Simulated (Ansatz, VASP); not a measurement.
Bi: VASP beside Ansatz

```
Bi
1.0
     0.00000    2.58125    2.58125
     2.58125    0.00000    2.58125
     2.58125    2.58125    0.00000
Bi
1
Direct
  0.00000 0.00000 0.00000
```

Alike in both runs: task single point; functional PBE; k mesh 12 × 12 × 12; occupations fermi-dirac, width 0.1 eV; no spin polarisation.

```csv
,VASP,Ansatz
version,VASP 6.6.1,Ansatz 0.2.0
potentials or method,"VASP PAW PBE potentials, release 64 (Bi_d), cutoff 520 eV","plane waves (420 eV) with PAW, scalar-relativistic"
valence electrons in the cell,15,15
```

```csv
,VASP,Ansatz,Ansatz less VASP
pressure (GPa),-3.5,-3.4,+0.05
```

The functional is the same, so the differences come from potentials, cutoffs and numerics.

Neither program's run includes spin-orbit coupling.
